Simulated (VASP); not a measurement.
# W: single point with LDA

Crystal: W.

```
W
1.0
    -1.56765    1.56765    1.56765
     1.56765   -1.56765    1.56765
     1.56765    1.56765   -1.56765
W
1
Cartesian
  0.0000 0.0000 0.0000
```

```
Program                : VASP 6.6.1
Task                   : single point
Functional             : LDA
Potentials or basis    : VASP PAW LDA potentials, release 64 (W_sv)
Cutoff                 : 520 eV
k mesh                 : 36 × 36 × 36
Occupations            : methfessel-paxton, width 0.1 eV
Spin                   : no spin polarisation
Dipole correction      : no
Further INCAR settings : ALGO = Normal; EDIFF = 1e-06; NBANDS = 13
```

```
Pressure               : 2.0 GPa
Band gap on the k mesh : zero (bands 7 and 8 overlap by 6.66 eV)
```

Levels at points of the mesh, in eV from the Fermi level:
| k point | band 3 | band 4 | band 5 | band 6 | band 7 | band 8 | band 9 | band 10 | band 11 | band 12 |
| --- | --- | --- | --- | --- | --- | --- | --- | --- | --- | --- |
| (0.00, 0.00, 0.00) | -37.53 | -37.53 | -9.75 | -1.37 | -1.37 | -1.37 | 2.20 | 2.20 | 14.58 | 14.58 |
| (0.50, 0.00, 0.00) | -38.00 | -37.54 | -6.50 | -3.78 | 0.89 | 2.12 | 3.12 | 6.33 | 11.50 | 11.58 |
| (0.50, 0.50, 0.50) | -38.53 | -38.53 | -6.14 | -6.14 | 5.30 | 5.30 | 5.30 | 8.53 | 8.53 | 8.53 |

Wall time 59 s on 1 thread of Intel(R) Xeon(R) 6975P-C (Granite Rapids) (shared host), peak memory 0.31 GiB.

Caveat: spin-orbit coupling is left out, which moves the levels of the heavy elements.
